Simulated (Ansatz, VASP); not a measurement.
**One calculation of TaSiF, two programs**

```xyz
3
Lattice="3.0320 0.0000 0.0000 0.0000 3.0320 0.0000 0.0000 0.0000 5.4389" Properties=species:S:1:pos:R:3 pbc="T T T"
Ta    0.0000    0.0000    0.0000
Si    0.0000    0.0000    2.7195
F     1.5160    1.5160    2.7195
```

Alike in both runs: task single point; functional PBE; k mesh 6 × 6 × 4; occupations gaussian, width 0.1 eV; collinear spin.

|  | VASP | Ansatz |
| --- | --- | --- |
| version | VASP 6.6.1 | Ansatz 0.2.0 |
| potentials or method | VASP PAW PBE potentials, release 64 (Ta_pv, Si, F), cutoff 520 eV | scalar-relativistic, plane waves, PAW |
| valence electrons in the cell | 22 | 24 |

```csv
,VASP,Ansatz,Ansatz less VASP
gap on the k mesh at the Fermi level (eV),none,none,-
pressure (GPa),-0.1,0.0,+0.06
"traceless stress, the component that is largest in VASP (GPa)",-0.22,-0.16,+0.063
net moment per atom (μB),0.00,0.00,0.000
```

A gap of «none» marks a metal or a gap that the smearing closes. VASP's potentials hold 22 valence electrons a cell and Ansatz's 24, so a difference there can come from the potentials and not from the codes. Ansatz's warnings: seeded moment not kept.

Spin-orbit coupling is off throughout.
